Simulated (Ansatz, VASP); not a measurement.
**Two plane-wave programs on Pt**

Contents of INCAR:

```
SYSTEM = Pt
  ALGO = Fast
  EDIFF = 1E-7
  ENCUT = 520
  GGA = PS
  ISIF = 2
  ISMEAR = 0
  LASPH = .TRUE.
  LCHARG = .FALSE.
  LREAL = .FALSE.
  LWAVE = .FALSE.
  NBANDS = 11
  NELM = 80
  PREC = Accurate
  SIGMA = 0.15
```

File KPOINTS:

```
k-points
0
G
  22 22 22
  0 0 0
```

The input POSCAR:

```
Pt
1.0
   -1.6079833000      1.5842200000      1.5842200000
    1.6079833000     -1.5842200000      1.5842200000
    1.6079833000      1.5842200000     -1.5842200000
Pt
1
Direct
    0.0000000000      0.0000000000      0.0000000000
```

Input for Ansatz:

```yaml
crystal:
  lattice:
    - [-1.6079833, 1.58422, 1.58422]
    - [1.6079833, -1.58422, 1.58422]
    - [1.6079833, 1.58422, -1.58422]
  atoms:
    - { symbol: Pt, position: [0.0, 0.0, 0.0] }
basis:
  ecutwfc: 420
kpoints:
  mp_grid: { grid: [22, 22, 22] }
hamiltonian:
  xc: pbesol
scf:
  occupations: { method: gaussian, width: 0.15 }
output:
  forces: true
  stress: true
  eigenvalues: true
  write_density: true
  write_potential: true
  elf: true
  volumetric_format: npy
```

Change from the starting cell: strain +0.0150 x Voigt [1, 0, 0, 0, 0, 0], atoms carried along.

Alike in both runs: task single point; functional PBEsol; k mesh 22 × 22 × 22; occupations gaussian, width 0.15 eV; no spin polarisation.

```csv
,VASP,Ansatz
version,VASP 6.6.1,Ansatz 0.2.0
potentials or method,"VASP PAW PBE potentials, release 64 (Pt), cutoff 520 eV","scalar-relativistic, plane waves, PAW"
valence electrons in the cell,10,18
```

```tsv
	VASP	Ansatz	Ansatz less VASP
gap on the k mesh at the Fermi level (eV)	none	none	-
pressure (GPa)	-14.3	-14.0	+0.33
traceless stress, the component that is largest in VASP (GPa)	0.91	0.91	+0.002
```

VASP's potentials were made for PBE, not for PBEsol. A gap of «none» marks a metal or a gap that the smearing closes. VASP's potentials hold 10 valence electrons a cell and Ansatz's 18, so a difference there can come from the potentials and not from the codes.

Neither program's run includes spin-orbit coupling.
